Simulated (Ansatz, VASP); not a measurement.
**ZnS in VASP and in Ansatz**

INCAR

```
SYSTEM = ZnS
PREC = Accurate ; ENCUT = 520
EDIFF = 1E-6 ; ISMEAR = 0
SIGMA = 0.05 ; LREAL = .False.
LASPH = .True. ; NELM = 100
ALGO = Normal ; ISIF = 2
LWAVE = .False. ; LCHARG = .True.
GGA = PE ; LELF = .True.
LVHAR = .True. ; NBANDS = 26
```

File KPOINTS:

```
Automatic mesh
0
Gamma
  12 12 6
  0 0 0
```

Contents of POSCAR:

```
ZnS
1.0
    3.7728887938      0.0000000000      0.0000000000
   -1.8864443969      3.3004217586      0.0000000000
    0.0000000000      0.0000000000      6.2340000000
Zn S
2 2
Direct
    0.3333333333      0.6666666667      0.0000000000
    0.6666666667      0.3333333333      0.5000000000
    0.3333333333      0.6666666667      0.3850000000
    0.6666666667      0.3333333333      0.8850000000
```

Input for Ansatz:

```yaml
crystal:
  lattice:
    - [3.7728887938, 0.0, 0.0]
    - [-1.8864443969, 3.3004217586, 0.0]
    - [0.0, 0.0, 6.234]
  atoms:
    - { symbol: Zn, position: [0.3333333333, 0.6666666667, 0.0] }
    - { symbol: Zn, position: [0.6666666667, 0.3333333333, 0.5] }
    - { symbol: S, position: [0.3333333333, 0.6666666667, 0.385] }
    - { symbol: S, position: [0.6666666667, 0.3333333333, 0.885] }
basis:
  ecutwfc: 420
kpoints:
  mp_grid: { grid: [12, 12, 6] }
hamiltonian:
  xc: pbe
scf:
  occupations: { method: gaussian, width: 0.05 }
output:
  forces: true
  stress: true
  eigenvalues: true
  write_density: true
  write_potential: true
  elf: true
  volumetric_format: npy
```

Change from the starting cell: strain -0.0100 x Voigt [1, 0, 0, 0, 0, 0], atoms carried along.

Alike in both runs: task single point; functional PBE; k mesh 12 × 12 × 6; occupations gaussian, width 0.05 eV; no spin polarisation.

|  | VASP | Ansatz |
| --- | --- | --- |
| version | VASP 6.6.1 | Ansatz 0.2.0 |
| potentials or method | VASP PAW PBE potentials, release 64 (Zn, S), cutoff 520 eV | scalar-relativistic, plane waves, PAW |
| valence electrons in the cell | 36 | 36 |

|  | VASP | Ansatz | Ansatz less VASP |
| --- | --- | --- | --- |
| gap on the k mesh at the Fermi level (eV) | 2.28 | 2.28 | -0.005 |
| least direct gap on the mesh (eV) | 2.28 | 2.28 | -0.005 |
| pressure (GPa) | 3.4 | 3.2 | -0.17 |
| traceless stress, the component that is largest in VASP (GPa) | -1.93 | -1.90 | +0.025 |
| rms of the force components (eV/Å) | 0.213 | 0.211 | -0.0022 |

Atom by atom the forces differ by 0.002 eV/Å (rms over components).
